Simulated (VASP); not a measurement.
# Cd: single point with PBE

Crystal: Cd.

```
Cd
1.0
     5.00463    0.00000    0.00000
    -2.50231    4.33414    0.00000
     0.00000    0.00000    3.01063
Cd
3
Cartesian
  0.0000 0.0000 0.0000
  0.0000 2.8894 1.5053
  2.5023 1.4447 1.5053
```

This isn't the form of Cd at room conditions, which is hcp.

```yaml
Program: VASP 6.6.1
Task: single point
Functional: PBE
Potentials_or_basis: VASP PAW PBE potentials, release 64 (Cd)
Cutoff: 520 eV
k_mesh: 9 × 9 × 13
Occupations: fermi-dirac, width 0.1 eV
Spin: no spin polarisation
```

```json
{
 "Pressure": "4.2 GPa",
 "Band gap on the k mesh": "zero (bands 18 and 19 overlap by 4.33 eV)"
}
```

Levels at points of the mesh, in eV from the Fermi level:
```
           k point  band 16  band 17  band 18  band 19  band 20  band 21
(0.00, 0.00, 0.00)    -8.40     0.31     0.53     0.79     0.79     0.82
```

Wall time 63 s on 1 thread of Oxide Virtual Turin-like Processor (shared host), peak memory 0.21 GiB.

Caveat: the cell stands under pressure.
